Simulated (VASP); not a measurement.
## Ge2H: single point with PBE+D3(BJ)

Ge2H, a slab with vacuum:

```xyz
3
Lattice="4.0227 0.0000 0.0000 -2.0113 3.4838 0.0000 0.0000 0.0000 17.6843" Properties=species:S:1:pos:R:3 pbc="T T T"
Ge    0.0000    2.3225    4.6843
Ge    2.0113    1.1613    4.0000
H     3.3522    0.3871    7.2543
```

| Item | Value |
| --- | --- |
| Program | VASP 6.6.1 |
| Task | single point |
| Functional | PBE |
| Dispersion | D3(BJ) |
| Potentials or basis | VASP PAW PBE potentials, release 64 (Ge_d, H) |
| Cutoff | 520 eV |
| k mesh | 9 × 9 × 1 |
| Occupations | gaussian, width 0.1 eV |
| Spin | collinear spin |
| Starting moments | [0.0, 0.0, 1.0] μB |

- Largest force: 0.109 eV/Å
- Band gap on the k mesh: 0.06 eV
- Net moment: 0.99 μB per cell
- Site moments: Ge -0.00, +0.04; H +0.37 μB
- Valence electrons inside the program's atomic spheres: Ge 12.33; H 0.38
- Dispersion energy per atom: -0.123 eV

Forces on the atoms (eV/Å):
```
Ge   0.018 -0.010  0.107
Ge  -0.021  0.012 -0.009
H    0.004 -0.002 -0.098
```

Levels at points of the mesh, in eV from the valence-band top:
Spin up:
```csv
k point,band 11,band 12,band 13,band 14,band 15,band 16,band 17,band 18,band 19,band 20
"(0.00, 0.00, 0.00)",-11.28,-4.06,-2.58,-0.42,-0.41,0.68,2.89,3.93,3.94,4.34
```
Spin down:
```
           k point  band 10  band 11  band 12  band 13  band 14  band 15  band 16  band 17  band 18  band 19
(0.00, 0.00, 0.00)   -24.20   -11.26    -3.55    -0.40    -0.39     0.47     1.23     3.43     3.95     3.96
```

Run time: 7.7 min on 1 thread of Oxide Virtual Turin-like Processor, on a shared host, peak memory 0.54 GiB.
